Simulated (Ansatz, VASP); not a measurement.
**One calculation of Fe, two programs**

```
Fe
1.0
     0.00000    1.72451    1.72451
     1.72451    0.00000    1.72451
     1.72451    1.72451    0.00000
Fe
1
Direct
  0.00000 0.00000 0.00000
```

Alike in both runs: functional PBE; k mesh 9 × 9 × 9; occupations fermi-dirac, width 0.0577 eV; no spin polarisation.

Ansatz relaxed the structure, and its values are those at the end. VASP's run is a single point on that final structure, the one shown.

```csv
,VASP,Ansatz
version,VASP 6.6.1,Ansatz 0.2.0
potentials or method,"VASP PAW PBE potentials, release 64 (Fe), cutoff 600 eV",PAW plane waves
valence electrons in the cell,8,16
```

```tsv
	VASP	Ansatz	Ansatz less VASP
gap on the k mesh at the Fermi level (eV)	none	none	-
pressure (GPa)	-0.7	0.0	+0.69
```

A gap of «none» marks a metal or a gap that the smearing closes. With one functional, cell and mesh, what is left measures potentials, basis and numerics. VASP's potentials hold 8 valence electrons a cell and Ansatz's 16, so a difference there can come from the potentials and not from the codes.
